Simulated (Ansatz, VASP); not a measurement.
## Y: VASP beside Ansatz

The input INCAR:

```
SYSTEM = Y
PREC = Accurate ; ENCUT = 520
EDIFF = 1E-6 ; ISMEAR = 0
SIGMA = 0.15 ; LREAL = .FALSE.
LASPH = .TRUE. ; NELM = 80
ALGO = Fast ; ISIF = 2
LWAVE = .FALSE. ; LCHARG = .TRUE.
GGA = PS ; LELF = .TRUE.
LVHAR = .TRUE. ; NBANDS = 12
```

Contents of KPOINTS:

```
Automatic mesh
0
G
  16 16 16
  0 0 0
```

POSCAR

```
Y
1.0
    0.0000000000      2.4228750000      2.6092500000
    2.4228750000      0.0000000000      2.6092500000
    2.4228750000      2.4228750000      0.0000000000
Y
1
Direct
    0.0000000000      0.0000000000      0.0000000000
```

Input for Ansatz:

```yaml
crystal:
  lattice:
    - [0.0, 2.422875, 2.60925]
    - [2.422875, 0.0, 2.60925]
    - [2.422875, 2.422875, 0.0]
  atoms:
    - { symbol: "Y", position: [0.0, 0.0, 0.0] }
basis:
  ecutwfc: 420
kpoints:
  mp_grid: { grid: [16, 16, 16] }
hamiltonian:
  xc: pbesol
scf:
  occupations: { method: gaussian, width: 0.15 }
output:
  forces: true
  stress: true
  eigenvalues: true
```

Change from the starting cell: strain -0.025 along x and y, +0.050 along z, atoms carried along.

Alike in both runs: task single point; functional PBEsol; k mesh 16 × 16 × 16; occupations gaussian, width 0.15 eV; no spin polarisation.

|  | VASP | Ansatz |
| --- | --- | --- |
| version | VASP 6.6.1 | Ansatz 0.2.0 |
| potentials or method | VASP PAW PBE potentials, release 64 (Y_sv), cutoff 520 eV | scalar-relativistic, plane waves, PAW |
| valence electrons in the cell | 11 | 11 |

|  | VASP | Ansatz | Ansatz less VASP |
| --- | --- | --- | --- |
| gap on the k mesh at the Fermi level (eV) | none | none | - |
| pressure (GPa) | 0.1 | 0.3 | +0.15 |
| traceless stress, the component that is largest in VASP (GPa) | -1.66 | -1.64 | +0.018 |

VASP's potentials were made for PBE, not for PBEsol. A gap of «none» marks a metal or a gap that the smearing closes.
